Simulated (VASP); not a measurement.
Co2IrN3, 12 atoms in the cell. Symmetry: P6_3/mmc, No. 194, hexagonal system. The conventional cell has a = 2.751 Å, b = 2.751 Å, c = 16.605 Å, α = 90.00°, β = 90.00°, γ = 120.00°. Within 2.5 Å of Co (site symmetry 3m) lie 6 N at 1.89 to 2.03 Å. Within 3.3 Å of Ir (site symmetry -6m2) lie 6 N at 2.45 Å and 6 Ir at 2.75 Å and 6 Co at 3.29 Å. N (site symmetry -3m) has 6 Co at 2.03 Å and 12 N at 2.75 to 2.79 Å within 2.8 Å. Within 2.5 Å of N (site symmetry 3m) lie 3 Co at 1.89 Å and 3 Ir at 2.45 Å. 

```yaml
Program: VASP 6.6.1
Task: single point
Functional: PBE
Potentials_or_basis: VASP PAW PBE potentials, release 64 (Co, Ir, N)
Cutoff: 520 eV
k_mesh: 6 × 6 × 1
Occupations: gaussian, width 0.1 eV
Spin: no spin polarisation
Dipole_correction: no
Further_INCAR_settings: ALGO = Normal; EDIFF = 1e-06; NBANDS = 54
```

Potentials or basis: VASP PAW PBE potentials, release 64 (Co, Ir, N).

Launch:

```bash
$ cat potpaw_PBE.64/Co/POTCAR potpaw_PBE.64/Ir/POTCAR potpaw_PBE.64/N/POTCAR > POTCAR
$ mpirun -np 1 vasp_std > vasp.out
```

Hardware: 1 thread of Intel(R) Xeon(R) 6975P-C (Granite Rapids), with other jobs on the host.

Task: Estimate the wall time of this run.

Result: Wall time 58 s on 1 thread of Intel(R) Xeon(R) 6975P-C (Granite Rapids), with other jobs on the host, peak memory 0.23 GiB. Counts: scf iterations 24, k points 7.
